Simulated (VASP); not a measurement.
# H21ClO10 in VASP: further runs, part 2 of 2

VASP 6.6.1. The steps go on from the part before.

## (3) Single point, r2SCAN+D3(BJ)

This run uses another cell than the first one, of 10.60 Å³/atom.

The input, POSCAR:

```
H21ClO10
1.0
    7.1168020000      0.0174280000     -0.1294980000
    0.0174280000      6.9012310000      0.0791840000
   -0.1294980000      0.0791840000      6.9112190000
O H Cl
10 21 1
Direct
    0.8655590237      0.6651966986      0.1722438874
    0.3995304770      0.6381639529      0.5382416652
    0.8992615112      0.4729555447      0.6510431887
    0.5716562782      0.4318268044      0.2601617126
    0.7126541322      0.8069575811      0.7473629696
    0.3400431962      1.0183680150      0.4847041399
    0.7225490001      0.0732089595      0.0047418078
    0.0449596841      0.2145118590     -0.1373945346
    0.1233120193      0.6898743662      0.8634137694
    0.5438551765      0.2765683994      0.7685805305
    0.9182492963      0.7385296411      0.2769890111
    0.9478837517      0.6818925060      0.0616612024
    0.3550947995      0.5408597102      0.6290867980
    0.4485082927      0.5587596439      0.4338505412
    0.8871894654      0.4258687737      0.5218134845
    0.9389815385      0.3607968645      0.7222787894
    0.6711272071      0.5265409454      0.2351851407
    0.6305686673      0.3214036335      0.3160958083
    0.7982559168      0.6974555925      0.7373439072
    0.6296083754      0.8058730269      0.6366345468
    0.2188387913      1.0782618425      0.4426654835
    0.3008074757      0.8869507548      0.4837528167
    0.7190244595     -0.0504147938     -0.0758615413
    0.6675389265      0.1911281351     -0.0789715004
    0.0913957499      0.2792184441     -0.0207595891
   -0.0152788517      0.0896048091     -0.1025106928
    0.1735862107      0.7979127919      0.7968054754
    0.0674246388      0.6221460521      0.7520623124
    0.4973295185      0.1790271741      0.6835302268
    0.6287484764      0.3684084341      0.6942117761
    0.7826299238      0.0746647071      0.1399516872
    0.9128776273      0.1123286782      0.3824536877
```

The input, INCAR.step1:

```
SYSTEM = H21ClO10
  PREC = Accurate
  ENCUT = 520
  ISMEAR = -1
  SIGMA = 0.02
  LREAL = Auto
  LASPH = .True.
  NELM = 60
  NBANDS = 66
  GGA = PE
  ALGO = Normal
  EDIFF = 1E-4
  LWAVE = .True.
  LCHARG = .False.
```

The input, INCAR.step2:

```
SYSTEM = H21ClO10
  PREC = Accurate
  ENCUT = 520
  EDIFF = 1E-7
  ISMEAR = -1
  SIGMA = 0.02
  LREAL = Auto
  LASPH = .True.
  NELM = 60
  ALGO = Normal
  ISIF = 2
  LWAVE = .False.
  LCHARG = .False.
  METAGGA = R2SCAN
  LMIXTAU = .True.
  IVDW = 12
  VDW_S6 = 1.0
  VDW_S8 = 0.78981345
  VDW_A1 = 0.49484001
  VDW_A2 = 5.73083694
  NBANDS = 66
  ISTART = 1
```

The input, KPOINTS:

```
regular mesh
0
Gamma
  1 1 1
  0 0 0
```

Potentials or basis: VASP PAW PBE potentials, release 64 (O, H, Cl).

Launch:

```
$ cat potpaw_PBE.64/O/POTCAR potpaw_PBE.64/H/POTCAR potpaw_PBE.64/Cl/POTCAR > POTCAR
$ cp INCAR.step1 INCAR
$ mpirun -np 1 vasp_gam > vasp.out
$ cp INCAR.step2 INCAR
$ mpirun -np 1 vasp_gam > vasp.out
```

OUTCAR:

```text
SYSTEM = H21ClO10
   PREC = Accurate
   ENCUT = 520
   EDIFF = 1E-7
   ISMEAR = -1
   LREAL = Auto
   LASPH = .True.
   NELM = 60
   ISIF = 2
   METAGGA = R2SCAN
   IVDW = 12
   ISTART = 1
 IVDW          = 12

 ion  position               nearest neighbor table
   1  0.866  0.665  0.172-  11 0.96  12 0.99
   2  0.400  0.638  0.538-  13 0.97  14 0.99
   3  0.899  0.473  0.651-  16 0.94  15 0.96
   4  0.572  0.432  0.260-  18 0.94  17 0.98
   5  0.713  0.807  0.747-  20 0.95  19 0.97
   6  0.340  0.018  0.485-  22 0.95  21 0.99
   7  0.723  0.073  0.005-  31 1.01  23 1.03  24 1.05
   8  0.045  0.215  0.863-  25 0.98  26 0.99
   9  0.123  0.690  0.863-  27 0.95  28 0.98
  10  0.544  0.277  0.769-  29 0.96  30 1.02
  11  0.918  0.739  0.277-   1 0.96
  12  0.948  0.682  0.062-   1 0.99
  13  0.355  0.541  0.629-   2 0.97
  14  0.449  0.559  0.434-   2 0.99
  15  0.887  0.426  0.522-   3 0.96
  16  0.939  0.361  0.722-   3 0.94
[... 13 lines left out ...]
  30  0.629  0.368  0.694-  10 1.02
  31  0.783  0.075  0.140-   7 1.01
  32  0.913  0.112  0.382-
[... 229 lines left out ...]
 fundamental gap:      5.0259450351
 Fermi energy:        -3.0418025981

 k-point     1 :       0.0000    0.0000    0.0000
  band No.  band energies     occupation
      1     -25.2703      2.00000
      2     -24.5886      2.00000
      3     -24.0868      2.00000
      4     -23.8646      2.00000
      5     -23.6944      2.00000
      6     -23.5999      2.00000
[... 48 lines left out ...]
     55       6.4152      0.00000
     56       6.7368      0.00000
 [bands above 56 left out]

------------------------ aborting loop because EDIFF is reached ----------------------------------------

 Edisp (eV)   -0.58168

 E8    (eV) :    -0.0894

  FORCE on cell =-STRESS in cart. coord.  units (eV):
  Direction    XX          YY          ZZ          XY          YZ          ZX
  --------------------------------------------------------------------------------------
  -------------------------------------------------------------------------------------
  Total      -0.09837     2.48050     0.18702    -2.19717    -2.22868     1.98241
  in kB      -0.46453    11.71365     0.88318   -10.37569   -10.52446     9.36153
  external pressure =        4.04 kB  Pullay stress =        0.00 kB

 VOLUME and BASIS-vectors are now :
 -----------------------------------------------------------------------------
  energy-cutoff  :      520.00
  volume of cell :      339.28
      direct lattice vectors                 reciprocal lattice vectors
     7.116802000  0.017428000 -0.129498000     0.140561498 -0.000385237  0.002638165
     0.017428000  6.901231000  0.079184000    -0.000385237  0.144921792 -0.001667633
    -0.129498000  0.079184000  6.911219000     0.002638165 -0.001667633  0.144760814

 POSITION                                       TOTAL-FORCE (eV/Angst)
 -----------------------------------------------------------------------------------
      6.14930      4.61940      1.13100        -0.015127     -0.143882     -0.545975
      2.78480      4.45370      3.71870        -0.139884     -0.649864     -0.023929
      6.32380      3.33120      4.42050        -1.279452      2.120421     -1.215441
      4.04220      3.01070      1.75820        -0.921843      1.701897     -0.349543
      4.98910      5.64060      5.13680         0.896516      0.343416      1.187317
      2.35757      0.17107      3.30732        -0.756811      1.358926     -0.060323
[... 24 lines left out ...]
      5.55300      0.54000      0.87180         0.011524      0.183125      0.098715
      6.44920      0.82140      2.53390        -0.202510     -0.041624     -0.244725
 -----------------------------------------------------------------------------------
    total drift:                                0.004430      0.001527     -0.020513

  FREE ENERGIE OF THE ION-ELECTRON SYSTEM (eV)
  ---------------------------------------------------
  free  energy   TOTEN  =      -168.5983015000 eV

  energy  without entropy=     -168.5983015000  energy(sigma->0) =     -168.59830150
```

Wall time 3.1 min (1 thread of Intel Xeon Platinum 8259CL at 2.50GHz (Skylake/Cascade Lake), shared host); peak memory 0.43 GiB.

Results:

```yaml
Free_energy: -168.5983 eV
Pressure: 0.4 GPa
Largest_force: 2.790 eV/Å
Band_gap_on_the_k_mesh: 5.03 eV
Dispersion_energy_per_atom: -0.018 eV
```

Forces on the atoms (eV/Å):
```
O   -0.015 -0.144 -0.546
O   -0.140 -0.650 -0.024
O   -1.279  2.120 -1.215
O   -0.922  1.702 -0.350
O    0.897  0.343  1.187
O   -0.757  1.359 -0.060
O   -0.236 -0.748 -0.536
O    0.273 -0.896  0.581
O   -0.505 -0.673 -0.074
O    1.723  2.186 -0.194
H    0.248  0.423  0.134
H    0.001 -0.058  0.451
H    0.104  0.297  0.122
H    0.009  0.136 -0.230
H    0.106 -0.099 -0.865
H    0.949 -1.882  1.523
H    0.055 -0.311 -0.290
H    0.886 -1.487  0.564
H   -0.306  0.043 -0.120
H   -0.862 -0.116 -0.622
H    0.601  0.334  0.197
H    0.527 -1.384  0.146
H   -0.126  0.317  0.202
H   -0.449 -0.583  0.254
H   -0.253 -0.670 -0.289
H    0.679  1.417  0.003
H    0.785  1.235 -0.079
H   -0.164 -0.368  0.360
H   -0.468 -0.734 -0.917
H   -1.169 -1.253  0.830
H    0.012  0.183  0.099
Cl  -0.203 -0.042 -0.245
```

Stress tensor (GPa, compression positive):
```
-0.05 -1.04  0.94
-1.04  1.17 -1.05
 0.94 -1.05  0.09
```

Caveat: the k points lie up to 0.91 Å⁻¹ apart; the atoms stand as in a frame of molecular dynamics; the PAW data sets were made with another functional, which shifts forces and pressure a little.

## (4) Single point, r2SCAN+D3(BJ)

This run uses another cell than the first one, of 10.69 Å³/atom.

The input, POSCAR:

```
H21ClO10
1.0
    7.2779720000      0.0018830000     -0.1618230000
    0.0018830000      6.8415590000      0.0340900000
   -0.1618230000      0.0340900000      6.8756460000
O H Cl
10 21 1
Direct
    0.8620066952      0.6637817823      0.1811268626
    0.3956921532      0.6239196432      0.5271886701
    0.8896367582      0.4823828628      0.6387209663
    0.5806072238      0.4278389147      0.2734391175
    0.7164064641      0.8016861115      0.7470863921
    0.3284048999      1.0411178891      0.4843692880
    0.7161742712      0.0569681111      0.0000220236
    0.0551034744      0.2105840274     -0.1474569517
    0.1250069686      0.6844593817      0.8798876182
    0.5372828552      0.2817549111      0.7728204300
    0.9065656154      0.7833704227      0.2498671499
    0.9367873559      0.6616422353      0.0695699512
    0.4278388735      0.5409366867      0.6378445950
    0.4402354777      0.5616429842      0.4182288932
    0.9083145912      0.4409476429      0.5080765192
    0.9659653162      0.3839543082      0.7167801255
    0.6710224692      0.5144818257      0.2135142187
    0.6435940804      0.3128184001      0.3204039803
    0.7966544387      0.7000214034      0.7029089749
    0.6135011841      0.8183225388      0.6524742529
    0.2017877399      1.0714171286      0.4358033103
    0.3215900489      0.9100336482      0.5205500137
    0.7200302055     -0.0624903080     -0.0887265367
    0.6071357135      0.1476996230     -0.0451428939
    0.0496393865      0.2685307819     -0.0223719226
   -0.0446845063      0.1180157718     -0.1562840988
    0.1685107690      0.8100166336      0.8332679505
    0.0746611283      0.6178011117      0.7578954833
    0.4593048122      0.2268700092      0.6744082060
    0.6537796866      0.3445340878      0.7133659038
    0.7667712760      0.0542461860      0.1386825290
    0.9164711091      0.1115028259      0.3760962931
```

The input, INCAR.step1:

```
PREC = Accurate
ENCUT = 520
ISMEAR = -1
SIGMA = 0.02
LREAL = Auto
LASPH = True
NELM = 60
NBANDS = 66
GGA = PE
ALGO = Normal
EDIFF = 1E-4
LWAVE = True
LCHARG = False
```

The input, INCAR.step2:

```
PREC = Accurate
ENCUT = 520
EDIFF = 1E-6
ISMEAR = -1
SIGMA = 0.02
LREAL = Auto
LASPH = True
NELM = 60
ALGO = Normal
ISIF = 2
LWAVE = False
LCHARG = False
METAGGA = R2SCAN
LMIXTAU = True
IVDW = 12
VDW_S6 = 1.0
VDW_S8 = 0.78981345
VDW_A1 = 0.49484001
VDW_A2 = 5.73083694
NBANDS = 66
ISTART = 1
```

The input, KPOINTS:

```
Automatic mesh
0
Gamma
  1 1 1
```

Launch:

```
$ cat potpaw_PBE.64/O/POTCAR potpaw_PBE.64/H/POTCAR potpaw_PBE.64/Cl/POTCAR > POTCAR
$ cp INCAR.step1 INCAR
$ mpirun -np 1 vasp_gam > vasp.out
$ cp INCAR.step2 INCAR
$ mpirun -np 1 vasp_gam > vasp.out
```

Wall time 2.8 min (1 thread of Intel Xeon Platinum 8259CL at 2.50GHz (Skylake/Cascade Lake), shared host); peak memory 0.42 GiB.

It converged, with:

| Property | Result |
| --- | --- |
| Free energy | -168.6886 eV |
| Pressure | -0.2 GPa |
| Largest force | 3.528 eV/Å |
| Band gap on the k mesh | 5.23 eV |
| Dispersion energy per atom | -0.018 eV |

Forces on the atoms (eV/Å):
```
O    0.187  1.137  0.813
O   -1.109  1.658  2.144
O    0.235 -0.323  0.617
O   -0.295  0.537 -0.692
O   -0.705  0.938  0.227
O   -0.375  2.274 -0.404
O   -0.946  0.642 -0.097
O    0.272  0.042 -0.704
O   -0.493 -0.325 -1.290
O    2.894  1.946  0.531
H   -0.479 -0.912 -0.217
H    0.592 -0.080 -0.611
H   -0.102 -0.080  0.074
H    1.019 -1.185 -1.765
H   -0.086 -0.020 -0.779
H   -0.343 -0.092 -0.046
H   -0.070 -0.337  0.430
H    0.440 -0.359  0.155
H    0.112 -0.441 -0.170
H    0.280 -0.341  0.049
H    0.600  0.088  0.209
H    0.138 -2.359  0.374
H    0.039 -0.577 -0.170
H    1.026 -0.197 -0.149
H    0.080  0.085  0.850
H   -0.095 -0.082  0.069
H   -0.041 -0.277  0.198
H    0.615  0.920  1.219
H   -0.863 -0.948 -1.480
H   -2.188 -1.184  0.787
H    0.000  0.083  0.157
Cl  -0.337 -0.232 -0.328
```

Stress tensor (GPa, compression positive):
```
-1.32 -1.22 -0.19
-1.22  0.21  0.53
-0.19  0.53  0.57
```

Levels at points of the mesh, in eV from the valence-band top:
| k point | band 41 | band 42 | band 43 | band 44 | band 45 | band 46 | band 47 | band 48 |
| --- | --- | --- | --- | --- | --- | --- | --- | --- |
| (0.00, 0.00, 0.00) | -0.15 | -0.12 | -0.10 | 0.00 | 5.23 | 8.05 | 8.25 | 8.51 |

Caveat: the k points lie up to 0.92 Å⁻¹ apart; the atoms stand as in a frame of molecular dynamics; the PAW data sets were made with another functional, which shifts forces and pressure a little.

## (5) Summary

```csv
cell,gap on the mesh (eV),pressure (GPa),largest force (eV/Å)
"a = 7.053, b = 6.958, c = 7.002 Å, angles 89.2, 90.8, 89.6°, 32 atoms, atomic positions A",4.93,0.5,2.07
"a = 7.118, b = 6.902, c = 6.913 Å, angles 88.7, 92.1, 89.7°, 32 atoms, atomic positions B",5.03,0.4,2.79
"a = 7.280, b = 6.842, c = 6.878 Å, angles 89.4, 92.6, 90.0°, 32 atoms, atomic positions C",5.23,-0.2,3.53
```

Alike in all rows: task single point; level r2SCAN+D3(BJ); potentials or basis VASP PAW PBE potentials, release 64 (O, H, Cl); no spin polarisation; k mesh 1 × 1 × 1; cutoff (eV) 520; smearing fermi-dirac 0.02 eV.

Caveats: all runs use coarse meshes; the atoms stand as in a frame of molecular dynamics; the PAW data sets were made with another functional, which shifts forces and pressure a little.

Total energies depend on the potentials used, so only differences within one code and one set of settings carry meaning.
